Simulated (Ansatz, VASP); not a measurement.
**Ru: VASP beside Ansatz**

File INCAR:

```
SYSTEM = Ru
PREC = Accurate
ENCUT = 520
EDIFF = 1E-7
ISMEAR = -1
SIGMA = 0.1
LREAL = .False.
LASPH = .True.
NELM = 60
ALGO = Normal
ISIF = 2
LWAVE = .False.
LCHARG = .False.
NBANDS = 13
```

Contents of KPOINTS:

```
regular mesh
0
Gamma
  17 17 17
  0 0 0
```

The input POSCAR:

```
Ru
1.0
   -1.5200994049      1.5200994049      1.5200994049
    1.5200994049     -1.5200994049      1.5200994049
    1.5200994049      1.5200994049     -1.5200994049
Ru
1
Direct
    0.0000000000      0.0000000000      0.0000000000
```

Input for Ansatz:

```yaml
crystal:
  lattice:
    - [-1.5200994049, 1.5200994049, 1.5200994049]
    - [1.5200994049, -1.5200994049, 1.5200994049]
    - [1.5200994049, 1.5200994049, -1.5200994049]
  atoms:
    - { symbol: Ru, position: [0.0, 0.0, 0.0] }
hamiltonian:
  xc: lda
  pseudopotentials:
    kind: paw
    azcp:
      Ru: "pseudopotentials/Ru.paw.azcp"
basis:
  ecutwfc: 420
  fft_grid_basis: typed
kpoints:
  mp_grid: { grid: [17, 17, 17], shift: [0, 0, 0] }
magnetization:
  spin_polarized: false
scf:
  occupations: { method: fermi_dirac, width: 0.1 }
  lower_state_search: "off"
output:
  stress: true
```

Alike in both runs: task single point; functional LDA; k mesh 17 × 17 × 17; occupations fermi-dirac, width 0.1 eV; no spin polarisation.

|  | VASP | Ansatz |
| --- | --- | --- |
| version | VASP 6.6.1 | Ansatz 0.2.0 |
| potentials or method | VASP PAW LDA potentials, release 64 (Ru_pv), cutoff 520 eV | plane waves (420 eV) with PAW, scalar-relativistic |
| valence electrons in the cell | 14 | 16 |

```tsv
	VASP	Ansatz	Ansatz less VASP
pressure (GPa)	-10.9	-11.6	-0.73
```

Ansatz warns that its potentials were made for another functional, while VASP's fit it. LDA's correlation is that of Perdew and Zunger in VASP and of Perdew and Wang (1992) in Ansatz. VASP's potentials hold 14 valence electrons a cell and Ansatz's 16, so a difference there can come from the potentials and not from the codes.
